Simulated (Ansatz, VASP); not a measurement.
**Two plane-wave programs on Ca**

Contents of INCAR:

```
  PREC = Accurate
  ENCUT = 500
  EDIFF = 1E-6
  ISMEAR = 0
  SIGMA = 0.05
  LREAL = F
  LASPH = T
  NELM = 120
  ALGO = Normal
  ISIF = 2
  LWAVE = F
  LCHARG = F
  GGA = PS
  NBANDS = 11
  GGA_COMPAT = F
```

The input KPOINTS:

```
Automatic mesh
0
Gamma
  10 10 10
```

Contents of POSCAR:

```
Ca
1.0
    0.0000000000      2.7309073315      2.7309073315
    2.7309073315      0.0000000000      2.7309073315
    2.7309073315      2.7309073315      0.0000000000
Ca
1
Direct
    0.0000000000      0.0000000000      0.0000000000
```

Input for Ansatz:

```yaml
crystal:
  lattice:
    - [0.0, 2.7309073315, 2.7309073315]
    - [2.7309073315, 0.0, 2.7309073315]
    - [2.7309073315, 2.7309073315, 0.0]
  atoms:
    - { symbol: Ca, position: [0.0, 0.0, 0.0] }
basis:
  ecutwfc: 420
  ecutrho_ratio: 4
kpoints:
  mp_grid: { grid: [10, 10, 10] }
hamiltonian:
  xc: pbesol
scf:
  occupations: { method: gaussian, width: 0.05 }
output:
  forces: true
  stress: true
  eigenvalues: true
```

Alike in both runs: task single point; functional PBEsol; k mesh 10 × 10 × 10; occupations gaussian, width 0.05 eV; no spin polarisation.

|  | VASP | Ansatz |
| --- | --- | --- |
| version | VASP 6.6.1 | Ansatz 0.2.0 |
| potentials or method | VASP PAW PBE potentials, release 64 (Ca_sv), cutoff 500 eV | scalar-relativistic, plane waves, PAW |
| valence electrons in the cell | 10 | 10 |

```csv
,VASP,Ansatz,Ansatz less VASP
gap on the k mesh at the Fermi level (eV),none,none,-
pressure (GPa),0.0,0.0,+0.01
```

VASP's potentials were made for PBE, not for PBEsol. A gap of «none» marks a metal or a gap that the smearing closes. The functional is the same, so the differences come from potentials, cutoffs and numerics.
